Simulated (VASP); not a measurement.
# BeSO (P4/mmm) in VASP: a series of runs, part 3 of 3

VASP 6.6.1. Earlier steps stand in the parts before.

## Step 5: Relaxation of cell and atoms, PBE

File INCAR:

```
PREC     = Accurate       # precision mode
ENCUT    = 600            # plane-wave cutoff, eV
EDIFF    = 1E-7           # SCF threshold, eV
ISMEAR   = 0              # smearing method
SIGMA    = 0.1            # smearing width, eV
LREAL    = False          # projectors in reciprocal space
LASPH    = True           # aspherical terms in the spheres
NELM     = 120            # most SCF steps
ALGO     = Normal         # electronic algorithm
ISIF     = 3              # what is computed and relaxed
LWAVE    = False          # write WAVECAR
LCHARG   = False          # write CHGCAR
GGA      = PE             # functional
IBRION   = 2              # ionic algorithm
NSW      = 100            # ionic steps
EDIFFG   = -0.01          # ionic threshold
GGA_COMPAT= False        
NELMIN   = 4
```

File KPOINTS:

```
Automatic mesh
0
Gamma
  14 14 12
```

File POSCAR:

```
BeSO
1.0
    3.3350024030      0.0000000000      0.0000000000
    0.0000000000      3.3350024030      0.0000000000
    0.0000000000      0.0000000000      3.7774180960
Be S O
1 1 1
Direct
    0.0000000000      0.0000000000      0.5000000000
    0.0000000000      0.0000000000      0.0000000000
    0.5000000000      0.5000000000      0.0000000000
```

Potentials or basis: VASP PAW PBE potentials, release 64 (Be, S, O).

Started as:

```
> cat potpaw_PBE.64/Be/POTCAR potpaw_PBE.64/S/POTCAR potpaw_PBE.64/O/POTCAR > POTCAR
> mpirun -np 1 vasp_std > vasp.out
```

OUTCAR:

```text
PREC = Accurate
   ENCUT = 600
   EDIFF = 1E-7
   ISMEAR = 0
   LREAL = False
   LASPH = True
   NELM = 120
   ISIF = 3
   GGA = PE
   IBRION = 2
   NSW = 100
   EDIFFG = -0.01
   NELMIN = 4

 ion  position               nearest neighbor table
   1  0.000  0.000  0.500-   2 1.89   2 1.89
   2  0.000  0.000  0.000-   1 1.89   1 1.89   3 2.36   3 2.36   3 2.36   3 2.36
   3  0.500  0.500  0.000-   2 2.36   2 2.36   2 2.36   2 2.36

  LATTYP: Found a simple tetragonal cell.
 ALAT       =     3.3350024030
 C/A-ratio  =     1.1326582831

  Lattice vectors:

 A1 = (   3.3350024030,   0.0000000000,   0.0000000000)
 A2 = (   0.0000000000,   3.3350024030,   0.0000000000)
 A3 = (   0.0000000000,   0.0000000000,   3.7774180960)

Analysis of symmetry for initial positions (statically):
=====================================================================
 Subroutine PRICEL returns:
 Original cell was already a primitive cell.

 Routine SETGRP: Setting up the symmetry group for a
 simple tetragonal supercell.

 Subroutine GETGRP returns: Found 16 space group operations
 (whereof 16 operations were pure point group operations)
 out of a pool of 16 trial point group operations.

The static configuration has the point symmetry D_4h.

Analysis of symmetry for dynamics (positions and initial velocities):
=====================================================================
 Subroutine PRICEL returns:
 Original cell was already a primitive cell.

 Routine SETGRP: Setting up the symmetry group for a
 simple tetragonal supercell.

 Subroutine GETGRP returns: Found 16 space group operations
 (whereof 16 operations were pure point group operations)
 out of a pool of 16 trial point group operations.

The dynamic configuration has the point symmetry D_4h.

 Subroutine INISYM returns: Found 16 space group operations
 (whereof 16 operations are pure point group operations),
 and found     1 'primitive' translations

----------------------------------------------------------------------------------------

                                     Primitive cell

  volume of cell :      42.0134

  direct lattice vectors                    reciprocal lattice vectors
     3.335002403  0.000000000  0.000000000     0.299849859  0.000000000  0.000000000
     0.000000000  3.335002403  0.000000000     0.000000000  0.299849859  0.000000000
     0.000000000  0.000000000  3.777418096     0.000000000  0.000000000  0.264731087

  length of vectors
     3.335002403  3.335002403  3.777418096     0.299849859  0.299849859  0.264731087

  position of ions in fractional coordinates (direct lattice)
     0.000000000  0.000000000  0.500000000
     0.000000000  0.000000000  0.000000000
     0.500000000  0.500000000  0.000000000

  ion indices of the primitive-cell ions
   primitive index   ion index
                 1           1
                 2           2
                 3           3

[... 53 lines left out ...]
   k-points           NKPTS =    252   k-points in BZ     NKDIM =    252   number of bands    NBANDS=     11
   number of dos      NEDOS =    301   number of ions     NIONS =      3
   total plane-waves  NPLWV =  23520
   dimension x,y,z NGX =    28 NGY =   28 NGZ =   30
   dimension x,y,z NGXF=    56 NGYF=   56 NGZF=   60
   ions per type =               1   1   1
   NGX,Y,Z   is equivalent  to a cutoff of  13.96, 13.96, 13.20 a.u.
   NGXF,Y,Z  is equivalent  to a cutoff of  27.92, 27.92, 26.41 a.u.
 SYSTEM =  unknown system
   PREC   = accura    normal or accurate (medium, high low for compatibility)
   ISTART =      0    job   : 0-new  1-cont  2-samecut
   ICHARG =      2    charge: 1-file 2-atom 10-const
   ISPIN  =      1    spin polarized calculation?
   LNONCOLLINEAR =      F non collinear calculations
   LSORBIT =      F    spin-orbit coupling
   LASPH  =      T    aspherical Exc in radial PAW
   ENCUT  =  600.0 eV  44.10 Ry    6.64 a.u.   6.66  6.66  7.54*2*pi/ulx,y,z
   NELM   =    120;   NELMIN=  4; NELMDL= -5     # of ELM steps
   EDIFF  = 0.1E-06   stopping-criterion for ELM
   LREAL  =      F    real-space projection
   EDIFFG = -.1E-01   stopping-criterion for IOM
   NSW    =    100    number of steps for IOM
   IBRION =      2    ionic relax: 0-MD 1-quasi-New 2-CG
   NFREE  =      1    steps in history (QN), initial steepest desc. (CG)
   ISIF   =      3    stress and relaxation
   ISYM   =      2    0-nonsym 1-usesym 2-fastsym
   POTIM  = 0.5000    time-step for ionic-motion
   TEBEG  =    0.0;   TEEND  =   0.0 temperature during run
   PSTRESS=    0.0 pullay stress
   NELECT =      14.0000    total number of electrons
   NUPDOWN=      -1.0000    fix difference up-down
   EMIN   =  10.00;   EMAX   =-10.00  energy-range for DOS
   EFERMI =   0.00;   METHOD = LEGACY
   ISMEAR =     0;   SIGMA  =   0.10  broadening in eV -4-tet -1-fermi 0-gaus
   EFERMI_NEDOS =   21; number of points for ismear=-14 and -15
   IALGO  =     38    algorithm
   IMIX   =      4    mixing-type and parameters
     AMIX     =   0.40;   BMIX     =  1.00
     AMIX_MAG =   1.60;   BMIX_MAG =  1.00
  volume/ion in A,a.u.               =      14.00        94.51
  Fermi-wavevector in a.u.,A,eV,Ry     =   1.134980  2.144802 17.526762  1.288181
  Thomas-Fermi vector in A             =   2.271685
   LORBIT       =      0    0 simple, 1 ext, 2 COOP (PROOUT), +10 PAW based schemes
   GGA     = PE    functional components
   LHFCALC =     F    Hartree Fock is set to
   AEXX    =    0.0000 exact exchange contribution
   IVDW    =     0    specifies the selected vdW correction
   LEPSILON=     F    determine dielectric tensor
   LRPA    =     F    only Hartree local field effects (RPA)
 conjugate gradient relaxation of ions
 non-spin polarized calculation
 Gauss-broadening in eV      SIGMA  =   0.10
  energy-cutoff  :      600.00
  volume of cell :       42.01
 maximum number of plane-waves:      1420
 NGX is ok and might be reduce to    28
   NGX = 13   NGY = 13   NGZ = 15

--------------------------------------- Ionic step        1  -------------------------------------------

 number of electron      14.0000000 magnetization

 Free energy of the ion-electron system (eV)
  ---------------------------------------------------
  ext. energy  EPLUGINS =         0.00000000
  ---------------------------------------------------
  free energy    TOTEN  =       -11.23577384 eV

  energy without entropy =      -11.23081134  energy(sigma->0) =      -11.23329259

------------------------ aborting loop because EDIFF is reached ----------------------------------------

  FORCE on cell =-STRESS in cart. coord.  units (eV):
  Direction    XX          YY          ZZ          XY          YZ          ZX
  --------------------------------------------------------------------------------------
  -------------------------------------------------------------------------------------
  Total        0.2593996      0.2593996     -0.5468604      0.0000000      0.0000000      0.0000000
  in kB        9.8921918      9.8921918    -20.8544959      0.0000000      0.0000000      0.0000000
  external PRESSURE =      -0.3567041 kB  Pullay stress =       0.0000000 kB
[... 135 lines left out ...]
--------------------------------------- Ionic step        5  -------------------------------------------

 number of electron      13.9999997 magnetization

 Free energy of the ion-electron system (eV)
  ---------------------------------------------------
  ext. energy  EPLUGINS =         0.00000000
  ---------------------------------------------------
  free energy    TOTEN  =       -11.24050724 eV

  energy without entropy =      -11.23565580  energy(sigma->0) =      -11.23808152

 E-fermi :   4.1974     XC(G=0):  -9.4314

 val. band max:        4.1951739412   @ k =   0.3571   0.3571   0.2500
 cond. band min:       4.1979353819   @ k =   0.4286   0.1429   0.3333
 fundamental gap:      0.0027614407
 Fermi energy:         4.1974213290

 k-point     1 :       0.0000    0.0000    0.0000
  band No.  band energies     occupation
      1     -14.2000      2.00000
      2      -8.8359      2.00000
      3      -2.6094      2.00000
      4      -0.5303      2.00000
      5      -0.5303      2.00000
      6       2.6791      2.00000
      7       4.2109      0.84838
      8       5.0521      0.00000
      9       5.0521      0.00000
     10       9.7986      0.00000
     11      11.7813      0.00000
[... 309 lines left out ...]
 k-point    24 :       0.3571    0.2143    0.0000
  band No.  band energies     occupation
      1     -13.3718      2.00000
      2      -9.8412      2.00000
      3      -1.9996      2.00000
      4      -1.8002      2.00000
      5      -0.0144      2.00000
      6       2.1213      2.00000
      7       2.6753      2.00000
      8       4.7895      0.00000
      9       6.2564      0.00000
     10       9.0719      0.00000
     11      10.7439      0.00000

 [... further k-points ...]
[... 5 lines left out ...]
  --------------------------------------------------------------------------------------
  -------------------------------------------------------------------------------------
  Total       -0.0048540     -0.0048540      0.0267532      0.0000000     -0.0000000      0.0000000
  in kB       -0.1831495     -0.1831495      1.0094395      0.0000000     -0.0000000      0.0000000
  external PRESSURE =       0.2143802 kB  Pullay stress =       0.0000000 kB
[... 18 lines left out ...]
  FREE ENERGIE OF THE ION-ELECTRON SYSTEM (eV)
  ---------------------------------------------------
  free  energy   TOTEN  =       -11.2405072360 eV

  energy  without entropy=      -11.2356557993  energy(sigma->0) =      -11.23808152

 reached required accuracy - stopping structural energy minimisation
```

It took 2.3 min on 1 thread of Intel Xeon 6975P-C (Granite Rapids), shared host; peak memory 0.29 GiB.

What came out:

- Free energy: -11.2405 eV
- Relaxed volume: 14.15 Å³/atom
- Relaxed cell: a = 3.366 Å, b = 3.366 Å, c = 3.748 Å, α = 90.00°, β = 90.00°, γ = 90.00°
- Space group after relaxing (to 0.05 Å): P4/mmm (No. 123)
- Energy gained by relaxing: 1.6 meV/atom
- Ionic steps: 5
- Pressure after relaxing: 0.0 GPa
- Band gap on the k mesh: zero (band 7 reaches 5.58 eV, above the bottom of band 8 at 1.99 eV)

Stress tensor (GPa, compression positive):
```
-0.02  0.00  0.00
 0.00 -0.02  0.00
 0.00  0.00  0.10
```

Step by step:
| step | energy change (eV) | largest force (eV/Å) | pressure (GPa) | volume (Å³) |
| --- | --- | --- | --- | --- |
| 1 | 0.0000 | 0.0000 | -0.04 | 42.01 |
| 2 | -0.0037 | 0.0000 | 0.78 | 41.99 |
| 3 | -0.0037 | 0.0000 | 0.75 | 41.99 |
| 4 | -0.0047 | 0.0000 | 0.14 | 42.38 |
| 5 | -0.0047 | 0.0000 | 0.02 | 42.46 |

Final structure:
```
CELL_PARAMETERS angstrom
3.36571 0.00000 0.00000
0.00000 3.36571 0.00000
0.00000 0.00000 3.74845
ATOMIC_POSITIONS crystal
Be 0.00000 0.00000 0.50000
S 0.00000 0.00000 0.00000
O 0.50000 0.50000 0.00000
```

## Step 6: Summary

```csv
task,spin,cell,k mesh,gap on the mesh (eV),pressure (GPa),moment (μB)
single point,"collinear, ferromagnetic start","a = 3.335, b = 3.335, c = 3.777 Å, 3 atoms",6 × 6 × 4,none,-0.3,0.00
single point,"collinear, ferromagnetic start","a = 3.335, b = 3.335, c = 4.392 Å, 3 atoms",6 × 6 × 4,none,-12.5,0.00
single point,off,"a = 3.366, b = 3.366, c = 3.753 Å, 3 atoms",14 × 14 × 12,none,-0.2,-
relaxation of cell and atoms,off,"relaxed from a = 3.335, b = 3.335, c = 3.777 Å, 3 atoms",14 × 14 × 12,none,0.0,-
```

Alike in all rows: level PBE; potentials or basis VASP PAW PBE potentials, release 64 (Be, S, O); cutoff (eV) 600; smearing gaussian 0.1 eV.

Caveats: some runs use coarse meshes.

Absolute energies hang on the potentials; compare differences alone.
